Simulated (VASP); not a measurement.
Write the native input for VASP 6.6.1 that does the following.

```
Task                   : single point
Functional             : PBE
Potentials or basis    : VASP PAW PBE potentials, release 64 (V_sv)
Cutoff                 : 520 eV
k mesh                 : 8 × 8 × 8
Occupations            : gaussian, width 0.05 eV
Spin                   : collinear spin
Starting moments       : [0.08] μB
Dipole correction      : no
Further INCAR settings : ALGO = Normal; EDIFF = 1e-07; NBANDS = 16
```

The structure of V lies in POSCAR:

```
V
1.0
    0.0000000000      1.9114380590      1.9114380590
    1.9114380590      0.0000000000      1.9114380590
    1.9114380590      1.9114380590      0.0000000000
V
1
Direct
    0.0000000000      0.0000000000      0.0000000000
```

This isn't the form of V at room conditions, which is bcc.

One way to write it, as run:

INCAR

```
PREC = Accurate ; ENCUT = 520
EDIFF = 1E-7 ; ISMEAR = 0
SIGMA = 0.05 ; LREAL = F
LASPH = T ; NELM = 150
ALGO = Normal ; ISIF = 2
LWAVE = F ; LCHARG = T
ISPIN = 2 ; MAGMOM = 0.08
LORBIT = 11 ; LMAXMIX = 4
GGA = PE ; LELF = T
LVHAR = T ; NBANDS = 16
```

KPOINTS

```
regular mesh
0
Gamma
  8 8 8
```

Potentials or basis: VASP PAW PBE potentials, release 64 (V_sv).

The run is started by

```console
$ cat potpaw_PBE.64/V_sv/POTCAR > POTCAR
$ mpirun -np 1 vasp_std > vasp.out
```

Results of the run:

| Item | Value |
| --- | --- |
| Pressure | -0.2 GPa |
| Net moment | 0.08 μB per cell |
| Site moments | V +0.07 μB |
| Valence electrons inside the program's atomic spheres | V 11.58 |

Caveat: a moment this small can come from the mesh or the smearing.

It took 25 s on 1 thread of Intel Xeon 8259CL, with other jobs on the host, peak memory 0.13 GiB.
